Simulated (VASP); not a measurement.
# AlCu3 (P6_3/mmc) in VASP: a series of runs, part 2 of 3

VASP 6.6.1.

## Step 4: Relaxation of cell and atoms, PBEsol, target pressure -1 GPa, at which the enthalpy is minimised

This run uses another cell than the first one, of 12.07 Å³/atom.

Contents of INCAR:

```
SYSTEM = AlCu3
ALGO     = Fast           ! electronic algorithm
EDIFF    = 1E-7           ! SCF threshold, eV
EDIFFG   = -0.008         ! ionic threshold
ENCUT    = 600            ! plane-wave cutoff, eV
GGA      = PS             ! functional
IBRION   = 2              ! ionic algorithm
ISIF     = 3              ! what is computed and relaxed
ISMEAR   = 0              ! smearing method
LASPH    = .TRUE.         ! aspherical terms in the spheres
LCHARG   = .FALSE.        ! write CHGCAR
LREAL    = .FALSE.        ! projectors in reciprocal space
LWAVE    = .FALSE.        ! write WAVECAR
NELM     = 100            ! most SCF steps
NSW      = 70             ! ionic steps
PREC     = Accurate       ! precision mode
PSTRESS  = -10.0        
SIGMA    = 0.1            ! smearing width, eV
```

Contents of KPOINTS:

```
k-points
0
G
  12 12 8
  0 0 0
```

Contents of POSCAR:

```
AlCu3
1.0
    5.1578862522      0.0000000000      0.0000000000
   -2.5789431261      4.4668605242      0.0000000000
    0.0000000000      0.0000000000      4.1927014575
Al Cu
2 6
Direct
    0.6666666667      0.3333333333      0.2500000000
    0.3333333333      0.6666666667      0.7500000000
    0.3306224908      0.1653112454      0.7500000000
    0.8346887546      0.1653112454      0.7500000000
    0.8346887546      0.6693775092      0.7500000000
    0.6693775092      0.8346887546      0.2500000000
    0.1653112454      0.8346887546      0.2500000000
    0.1653112454      0.3306224908      0.2500000000
```

Potentials or basis: VASP PAW PBE potentials, release 64 (Al, Cu).

Command:

```console
$ cat potpaw_PBE.64/Al/POTCAR potpaw_PBE.64/Cu/POTCAR > POTCAR
$ mpirun -np 1 vasp_std > vasp.out
```

OUTCAR:

```text
SYSTEM = AlCu3
   EDIFF = 1E-7
   EDIFFG = -0.008
   ENCUT = 600
   GGA = PS
   IBRION = 2
   ISIF = 3
   ISMEAR = 0
   LASPH = .TRUE.
   LREAL = .FALSE.
   NELM = 100
   NSW = 70
   PREC = Accurate
   PSTRESS = -10.0

 ion  position               nearest neighbor table
   1  0.667  0.333  0.250-   4 2.58   4 2.58   5 2.58   5 2.58   3 2.58   3 2.58   6 2.58   8 2.58
                             7 2.58   7 2.58   6 2.58   8 2.58
   2  0.333  0.667  0.750-   7 2.58   7 2.58   8 2.58   8 2.58   6 2.58   6 2.58   3 2.58   5 2.58
                             4 2.58   4 2.58   3 2.58   5 2.58
   3  0.331  0.165  0.750-   5 2.56   4 2.56   7 2.56   7 2.56   8 2.56   8 2.56   1 2.58   1 2.58
                             2 2.58   2 2.58   5 2.60   4 2.60
   4  0.835  0.165  0.750-   5 2.56   3 2.56   6 2.56   6 2.56   8 2.56   8 2.56   1 2.58   1 2.58
                             2 2.58   2 2.58   5 2.60   3 2.60
   5  0.835  0.669  0.750-   3 2.56   4 2.56   7 2.56   7 2.56   6 2.56   6 2.56   1 2.58   1 2.58
                             2 2.58   2 2.58   4 2.60   3 2.60
   6  0.669  0.835  0.250-   8 2.56   7 2.56   4 2.56   4 2.56   5 2.56   5 2.56   2 2.58   2 2.58
                             1 2.58   1 2.58   8 2.60   7 2.60
   7  0.165  0.835  0.250-   8 2.56   6 2.56   3 2.56   3 2.56   5 2.56   5 2.56   2 2.58   2 2.58
                             1 2.58   1 2.58   8 2.60   6 2.60
   8  0.165  0.331  0.250-   6 2.56   7 2.56   4 2.56   4 2.56   3 2.56   3 2.56   2 2.58   2 2.58
                             1 2.58   1 2.58   7 2.60   6 2.60

  LATTYP: Found a hexagonal cell.
 ALAT       =     5.1578862522
 C/A-ratio  =     0.8128720279

  Lattice vectors:

 A1 = (   5.1578862522,   0.0000000000,   0.0000000000)
 A2 = (  -2.5789431261,   4.4668605242,   0.0000000000)
 A3 = (   0.0000000000,   0.0000000000,   4.1927014575)

Analysis of symmetry for initial positions (statically):
=====================================================================
 Subroutine PRICEL returns:
 Original cell was already a primitive cell.

 Routine SETGRP: Setting up the symmetry group for a
 hexagonal supercell.

 Subroutine GETGRP returns: Found 24 space group operations
 (whereof 12 operations were pure point group operations)
 out of a pool of 24 trial point group operations.

The static configuration has the point symmetry D_3d.
 The point group associated with its full space group is D_6h.

Analysis of symmetry for dynamics (positions and initial velocities):
=====================================================================
 Subroutine PRICEL returns:
 Original cell was already a primitive cell.

 Routine SETGRP: Setting up the symmetry group for a
 hexagonal supercell.

 Subroutine GETGRP returns: Found 24 space group operations
 (whereof 12 operations were pure point group operations)
 out of a pool of 24 trial point group operations.

The dynamic configuration has the point symmetry D_3d.
 The point group associated with its full space group is D_6h.

 Subroutine INISYM returns: Found 24 space group operations
 (whereof 12 operations are pure point group operations),
 and found     1 'primitive' translations

----------------------------------------------------------------------------------------

                                     Primitive cell

  volume of cell :      96.5980
[... 82 lines left out ...]
 [... further k-points ...]
   k-points           NKPTS =     95   k-points in BZ     NKDIM =     95   number of bands    NBANDS=     43
   number of dos      NEDOS =    301   number of ions     NIONS =      8
   total plane-waves  NPLWV =  63504
   dimension x,y,z NGX =    42 NGY =   42 NGZ =   36
   dimension x,y,z NGXF=    84 NGYF=   84 NGZF=   72
   ions per type =               2   6
   NGX,Y,Z   is equivalent  to a cutoff of  13.54, 13.54, 14.27 a.u.
   NGXF,Y,Z  is equivalent  to a cutoff of  27.07, 27.07, 28.55 a.u.
 SYSTEM =  AlCu3
   PREC   = accura    normal or accurate (medium, high low for compatibility)
   ISTART =      0    job   : 0-new  1-cont  2-samecut
   ICHARG =      2    charge: 1-file 2-atom 10-const
   ISPIN  =      1    spin polarized calculation?
   LNONCOLLINEAR =      F non collinear calculations
   LSORBIT =      F    spin-orbit coupling
   LASPH  =      T    aspherical Exc in radial PAW
   ENCUT  =  600.0 eV  44.10 Ry    6.64 a.u.  10.30 10.30  8.37*2*pi/ulx,y,z
   NELM   =    100;   NELMIN=  2; NELMDL= -5     # of ELM steps
   EDIFF  = 0.1E-06   stopping-criterion for ELM
   LREAL  =      F    real-space projection
   EDIFFG = -.8E-02   stopping-criterion for IOM
   NSW    =     70    number of steps for IOM
   IBRION =      2    ionic relax: 0-MD 1-quasi-New 2-CG
   NFREE  =      1    steps in history (QN), initial steepest desc. (CG)
   ISIF   =      3    stress and relaxation
   ISYM   =      2    0-nonsym 1-usesym 2-fastsym
   POTIM  = 0.5000    time-step for ionic-motion
   TEBEG  =    0.0;   TEEND  =   0.0 temperature during run
   PSTRESS=  -10.0 pullay stress
   NELECT =      72.0000    total number of electrons
   NUPDOWN=      -1.0000    fix difference up-down
   EMIN   =  10.00;   EMAX   =-10.00  energy-range for DOS
   EFERMI =   0.00;   METHOD = LEGACY
   ISMEAR =     0;   SIGMA  =   0.10  broadening in eV -4-tet -1-fermi 0-gaus
   EFERMI_NEDOS =   21; number of points for ismear=-14 and -15
   IALGO  =     68    algorithm
   IMIX   =      4    mixing-type and parameters
     AMIX     =   0.40;   BMIX     =  1.00
     AMIX_MAG =   1.60;   BMIX_MAG =  1.00
  volume/ion in A,a.u.               =      12.07        81.48
  Fermi-wavevector in a.u.,A,eV,Ry     =   1.484327  2.804972 29.976725  2.203227
  Thomas-Fermi vector in A             =   2.597878
   LORBIT       =      0    0 simple, 1 ext, 2 COOP (PROOUT), +10 PAW based schemes
   GGA     = PS    functional components
   LHFCALC =     F    Hartree Fock is set to
   AEXX    =    0.0000 exact exchange contribution
   IVDW    =     0    specifies the selected vdW correction
   LEPSILON=     F    determine dielectric tensor
   LRPA    =     F    only Hartree local field effects (RPA)
 conjugate gradient relaxation of ions
 non-spin polarized calculation
 RMM-DIIS sequential band-by-band and
 Gauss-broadening in eV      SIGMA  =   0.10
  energy-cutoff  :      600.00
  volume of cell :       96.60
 maximum number of plane-waves:      3248
 NGX is ok and might be reduce to    42
   NGX = 21   NGY = 21   NGZ = 17

--------------------------------------- Ionic step        1  -------------------------------------------

 number of electron      72.0000000 magnetization

 Free energy of the ion-electron system (eV)
  ---------------------------------------------------
  ext. energy  EPLUGINS =         0.00000000
  ---------------------------------------------------
  free energy    TOTEN  =       -35.62290650 eV

  energy without entropy =      -35.60694563  energy(sigma->0) =      -35.61492606

------------------------ aborting loop because EDIFF is reached ----------------------------------------

  FORCE on cell =-STRESS in cart. coord.  units (eV):
  Direction    XX          YY          ZZ          XY          YZ          ZX
  --------------------------------------------------------------------------------------
  -------------------------------------------------------------------------------------
  Total       -0.5221005     -0.5221005     -0.5087708      0.0000000     -0.0000000      0.0000000
  in kB       -8.6595747     -8.6595747     -8.4384886      0.0000000     -0.0000000      0.0000000
  external PRESSURE =       1.4141207 kB  Pullay stress =     -10.0000000 kB
[... 75 lines left out ...]
--------------------------------------- Ionic step        3  -------------------------------------------

 number of electron      72.0000000 magnetization

 Free energy of the ion-electron system (eV)
  ---------------------------------------------------
  ext. energy  EPLUGINS =         0.00000000
  ---------------------------------------------------
  free energy    TOTEN  =       -35.62236829 eV

  energy without entropy =      -35.60639738  energy(sigma->0) =      -35.61438283

 E-fermi :   8.5306     XC(G=0): -12.4534

 val. band max:        8.5274506907   @ k =   0.4167   0.0000   0.3750
 cond. band min:       8.5308044608   @ k =   0.2500   0.1667   0.3750
 fundamental gap:      0.0033537701
 Fermi energy:         8.5305600822

 k-point     1 :       0.0000    0.0000    0.0000
  band No.  band energies     occupation
      1      -2.1314      2.00000
      2       2.2552      2.00000
      3       3.3857      2.00000
      4       3.3857      2.00000
      5       3.4782      2.00000
      6       3.5520      2.00000
[... 1093 lines left out ...]
     42      12.7322      0.00000
     43      13.9067      0.00000

 [... further k-points ...]

------------------------ aborting loop because EDIFF is reached ----------------------------------------

  FORCE on cell =-STRESS in cart. coord.  units (eV):
  Direction    XX          YY          ZZ          XY          YZ          ZX
  --------------------------------------------------------------------------------------
  -------------------------------------------------------------------------------------
  Total       -0.6193083     -0.6193083     -0.6124030      0.0000000      0.0000000      0.0000000
  in kB      -10.2620148    -10.2620148    -10.1475929      0.0000000      0.0000000      0.0000000
  external PRESSURE =      -0.2238741 kB  Pullay stress =     -10.0000000 kB
[... 27 lines left out ...]
  energy  without entropy=      -35.6063973770  energy(sigma->0) =      -35.61438283

  enthalpy is  TOTEN    =       -36.2258640928 eV   P V=       -0.6034958010

 reached required accuracy - stopping structural energy minimisation
```

Wall time 28 min (1 thread of Oxide Virtual Turin-like, shared host); peak memory 0.47 GiB.

What came out:

- Free energy: -35.6224 eV
- Relaxed volume: 12.09 Å³/atom
- Relaxed cell: a = 5.159 Å, b = 5.159 Å, c = 4.194 Å, α = 90.00°, β = 90.00°, γ = 120.00°
- Space group after relaxing (to 0.1 Å): P6_3/mmc (No. 194)
- Energy change on relaxing (the run minimises the enthalpy): +0.1 meV/atom
- Ionic steps: 3
- Pressure after relaxing: -1.0 GPa
- Largest force after relaxing: 0.003 eV/Å
- Band gap on the k mesh: zero (bands 36 and 37 overlap by 2.56 eV)

Forces in eV/Å, atoms in the order of the input:
```
Al   0.000  0.000  0.000
Al   0.000  0.000  0.000
Cu  -0.003 -0.002  0.000
Cu   0.003 -0.002  0.000
Cu   0.000  0.003  0.000
Cu   0.003  0.002  0.000
Cu  -0.003  0.002  0.000
Cu   0.000 -0.003  0.000
```

The path:
| step | energy change (eV) | largest force (eV/Å) | pressure (GPa) | volume (Å³) |
| --- | --- | --- | --- | --- |
| 1 | 0.0000 | 0.0035 | -0.86 | 96.60 |
| 2 | 0.0009 | 0.0017 | -1.11 | 96.75 |
| 3 | 0.0005 | 0.0035 | -1.02 | 96.69 |

Final structure:
```cif
data_structure
_symmetry_space_group_name_H-M 'P 1'
_symmetry_Int_Tables_number 1
_cell_length_a 5.1595
_cell_length_b 5.1595
_cell_length_c 4.1942
_cell_angle_alpha 90.000
_cell_angle_beta 90.000
_cell_angle_gamma 120.000
_cell_volume 96.69
loop_
_atom_site_label
_atom_site_type_symbol
_atom_site_fract_x
_atom_site_fract_y
_atom_site_fract_z
_atom_site_occupancy
Al1 Al 0.66667 0.33333 0.25000 1
Al2 Al 0.33333 0.66667 0.75000 1
Cu1 Cu 0.33060 0.16530 0.75000 1
Cu2 Cu 0.83470 0.16530 0.75000 1
Cu3 Cu 0.83470 0.66940 0.75000 1
Cu4 Cu 0.66940 0.83470 0.25000 1
Cu5 Cu 0.16530 0.83470 0.25000 1
Cu6 Cu 0.16530 0.33060 0.25000 1
```

Levels at points of the mesh, in eV from the Fermi level:
```csv
k point,band 34,band 35,band 36,band 37,band 38,band 39
"(0.00, 0.00, 0.00)",-1.34,-1.34,-0.79,-0.08,-0.08,1.55
"(0.50, 0.00, 0.00)",-1.30,0.58,1.01,1.82,2.53,3.26
"(0.00, 0.00, 0.50)",-1.29,-1.29,-1.29,-0.85,-0.85,2.53
"(0.50, 0.00, 0.50)",-2.32,-0.92,-0.92,-0.67,-0.67,5.30
```

Caveat: the cell is relaxed towards a set pressure, so the run minimises the enthalpy, not the energy; the PAW data sets were made with another functional, which shifts forces and pressure a little.

[end of part 2 of 3]
